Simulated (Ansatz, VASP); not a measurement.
# Two plane-wave programs on NaTiPt3

```
Na Ti Pt
1.0
     4.76742    0.00000    0.00000
     0.00000    4.76742    0.00000
     0.00000    0.00000    4.76742
Na Ti Pt
1 1 3
Direct
  0.00000 0.00000 0.00000
  0.50000 0.50000 0.50000
  0.00000 0.50000 0.50000
  0.50000 0.00000 0.50000
  0.50000 0.50000 0.00000
```

Change from the starting cell: species swapped into the GdBRh3 type (Pm-3m, No. 221).

Alike in both runs: functional PBE; k mesh 4 × 4 × 4; occupations gaussian, width 0.1 eV; no spin polarisation.

Ansatz relaxed the structure, and its values are those at the end. VASP's run is a single point on that final structure, the one shown.

|  | VASP | Ansatz |
| --- | --- | --- |
| version | VASP 6.6.1 | Ansatz 0.2.0 |
| potentials or method | VASP PAW PBE potentials, release 64 (Na_pv, Ti_sv, Pt), cutoff 520 eV | scalar-relativistic, plane waves, PAW |
| valence electrons in the cell | 49 | 75 |

|  | VASP | Ansatz | Ansatz less VASP |
| --- | --- | --- | --- |
| gap on the k mesh at the Fermi level (eV) | none | none | - |
| pressure (GPa) | 0.2 | 0.1 | -0.10 |

A gap of «none» marks a metal or a gap that the smearing closes. VASP's potentials hold 49 valence electrons a cell and Ansatz's 75, so a difference there can come from the potentials and not from the codes.

Spin-orbit coupling is off throughout.
